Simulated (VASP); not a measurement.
# BaTiO3 (Cm) in VASP: notebook, part 3 of 3

VASP 6.6.1. Earlier steps stand in the parts before.

### Step 5. Single point, PBE (the distance across one plane changed)

INCAR reads:

```
ALGO = Normal
EDIFF = 1E-6
ENCUT = 520
GGA = PE
ISIF = 2
ISMEAR = 0
LASPH = T
LCHARG = F
LREAL = Auto
LWAVE = F
NBANDS = 73
NELM = 60
PREC = Accurate
SIGMA = 0.05
```

KPOINTS reads:

```
k-points
0
Gamma
  6 6 2
```

POSCAR reads:

```
BaTiO3
1.0
    2.8630706609     -1.6529946168     -2.3563003513
    0.0000000000      3.3059892335     -2.3563003513
    9.2981806029      5.3683070741      7.6431988808
Ba Ti O
3 3 9
Direct
    0.9939419036      0.9939419036      0.8496386973
    0.9947421197      0.9947421197      0.2335576981
    0.9943420116      0.9943420116      0.5415981977
    0.4807034795      0.4807034795      0.0839217886
    0.4803033714      0.4803033714      0.3919622882
    0.4799032634      0.4799032634      0.7000027878
    0.5115094674      0.0221330471      0.0744360920
    0.5111093593      0.0217329390      0.3824765916
    0.5107092513      0.0213328310      0.6905170912
    0.0221330471      0.5115094674      0.0744360920
    0.0217329390      0.5111093593      0.3824765916
    0.0213328310      0.5107092513      0.6905170912
    0.5113136639      0.5113136639      0.2251838490
    0.5109135559      0.5109135559      0.5332243486
    0.5105134478      0.5105134478      0.8412648482
```

Potentials or basis: VASP PAW PBE potentials, release 64 (Ba_sv, Ti_sv, O).

The run is started by

```console
$ cat potpaw_PBE.64/Ba_sv/POTCAR potpaw_PBE.64/Ti_sv/POTCAR potpaw_PBE.64/O/POTCAR > POTCAR
$ mpirun -np 1 vasp_std > vasp.out
```

OUTCAR:

```text
EDIFF = 1E-6
   ENCUT = 520
   GGA = PE
   ISIF = 2
   ISMEAR = 0
   LASPH = T
   LREAL = Auto
   NELM = 60
   PREC = Accurate

 ion  position               nearest neighbor table
   1  0.994  0.994  0.850-  15 2.78  12 2.87   9 2.87  15 2.87  15 2.87  15 2.98  12 2.98   9 2.98
                             6 3.43   6 3.48   6 3.48   6 3.54   3 4.06
   2  0.995  0.995  0.234-  13 2.78  11 2.78   8 2.78  10 2.87   7 2.87  11 2.87  13 2.87  13 2.87
                             8 2.87  13 2.98  10 2.98   7 2.98   4 3.43   4 3.48   4 3.48   5 3.48
   3  0.994  0.994  0.542-  14 2.78  12 2.78   9 2.78  11 2.87   8 2.87  14 2.87  14 2.87  12 2.87
                             9 2.87  11 2.98   8 2.98  14 2.98   5 3.43   5 3.48   5 3.48   6 3.48
   4  0.481  0.481  0.084-  13 1.87   7 1.87  10 1.87   7 2.21  10 2.21   2 3.43   2 3.48   2 3.48
[... 2055 lines left out ...]
     9.298180603  5.368307074  7.643198881     0.053795476  0.031058833  0.043576858

 POSITION                                       TOTAL-FORCE (eV/Angst)
 -----------------------------------------------------------------------------------
     10.74582      6.20410      1.80991         0.557426      0.321830      0.491906
      5.01968      2.89811     -2.90269        -0.430200     -0.248376     -0.397771
      7.88275      4.55111     -0.54639        -0.127649     -0.073698     -0.137380
      2.15661      1.24512     -1.62393         0.718514      0.414835      0.801377
      5.01968      2.89811      0.73237        -0.086045     -0.049678     -0.118259
      7.88275      4.55111      3.08867         0.322969      0.186466     -0.057887
      2.15661     -0.37275     -0.68849        -0.447372     -0.201118     -0.540255
      5.01968      1.28024      1.66781         0.066835      0.008397      0.095255
      7.88275      2.93323      4.02411         0.146159     -0.086012      0.221411
      0.75549      2.05405     -0.68849        -0.397860     -0.286877     -0.540255
      3.61856      3.70705      1.66781         0.040689      0.053682      0.095255
      6.48163      5.36004      4.02411        -0.001409      0.169584      0.221411
      3.55773      2.05405     -0.68849        -0.264141     -0.152502     -0.042624
      6.42080      3.70705      1.66781         0.075956      0.043853      0.063679
      9.28387      5.36004      4.02411        -0.173875     -0.100387     -0.155863
 -----------------------------------------------------------------------------------
    total drift:                                0.023493      0.013564     -0.018322

  FREE ENERGIE OF THE ION-ELECTRON SYSTEM (eV)
  ---------------------------------------------------
  free  energy   TOTEN  =      -119.2769517464 eV

  energy  without entropy=     -119.2769517464  energy(sigma->0) =     -119.27695175
```

OSZICAR:

```text
N       E                     dE             d eps       ncg     rms          rms(c)
DAV:   1     0.154860456308E+04    0.15486E+04   -0.59670E+04  3860   0.174E+03
DAV:   2     0.114498650590E+03   -0.14341E+04   -0.13677E+04  4220   0.501E+02
DAV:   3    -0.133298113784E+03   -0.24780E+03   -0.24315E+03  4916   0.201E+02
[... 10 lines left out ...]
DAV:  14    -0.119276888867E+03   -0.16551E-04   -0.91006E-04  5207   0.171E-01    0.551E-02
DAV:  15    -0.119276934332E+03   -0.45464E-04   -0.23961E-04  5232   0.824E-02    0.273E-02
DAV:  16    -0.119276947953E+03   -0.13621E-04   -0.74297E-05  5174   0.459E-02    0.108E-02
DAV:  17    -0.119276950599E+03   -0.26461E-05   -0.13715E-05  5064   0.161E-02    0.542E-03
DAV:  18    -0.119276951843E+03   -0.12437E-05   -0.24800E-06  3512   0.966E-03    0.257E-03
DAV:  19    -0.119276951746E+03    0.96203E-07   -0.77034E-07  2552   0.427E-03
   1 F= -.11927695E+03 E0= -.11927695E+03  d E =-.229817E-14
```

Wall time 13 min (1 thread of Oxide Virtual Turin-like, shared host); peak memory 0.41 GiB.

What came out:

| Property | Result |
| --- | --- |
| Free energy | -119.2770 eV |
| Pressure | -1.8 GPa |
| Largest force | 1.153 eV/Å |
| Band gap on the k mesh | 1.80 eV (least direct gap 2.70 eV) |

Forces in eV/Å, atoms in the order of the input:
```
Ba   0.557  0.322  0.492
Ba  -0.430 -0.248 -0.398
Ba  -0.128 -0.074 -0.137
Ti   0.719  0.415  0.801
Ti  -0.086 -0.050 -0.118
Ti   0.323  0.186 -0.058
O   -0.447 -0.201 -0.540
O    0.067  0.008  0.095
O    0.146 -0.086  0.221
O   -0.398 -0.287 -0.540
O    0.041  0.054  0.095
O   -0.001  0.170  0.221
O   -0.264 -0.153 -0.043
O    0.076  0.044  0.064
O   -0.174 -0.100 -0.156
```

Caveat: the cell differs from its parent crystal (the distance across one plane changed); spin-orbit coupling is left out, which moves the levels of the heavy elements; forces of over 1 eV/Å act on the atoms, so gaps and moduli don't describe the material at rest.

### Step 6. Summary

| cell | gap on the mesh (eV) | pressure (GPa) | largest force (eV/Å) |
| --- | --- | --- | --- |
| a = 4.060, b = 4.060, c = 13.679 Å, angles 90.3, 90.3, 89.7°, 15 atoms | 1.33 | -1.9 | 1.37 |
| a = 4.060, b = 4.060, c = 14.179 Å, angles 90.3, 90.3, 89.7°, 15 atoms | 0.88 | -1.8 | 1.34 |
| a = 4.060, b = 4.060, c = 12.929 Å, angles 90.3, 90.3, 89.7°, 15 atoms | 2.02 | -1.6 | 0.91 |
| a = 4.060, b = 4.060, c = 13.179 Å, angles 90.3, 90.3, 89.7°, 15 atoms | 1.80 | -1.8 | 1.15 |

Alike in all rows: task single point; level PBE; potentials or basis VASP PAW PBE potentials, release 64 (Ba_sv, Ti_sv, O); no spin polarisation; k mesh 6 × 6 × 2; cutoff (eV) 520; smearing gaussian 0.05 eV.

Caveats: spin-orbit coupling is left out, which moves the levels of the heavy elements; forces of over 1 eV/Å act on the atoms, so gaps and moduli don't describe the material at rest (at least some runs).

Absolute energies hang on the potentials; compare differences alone.
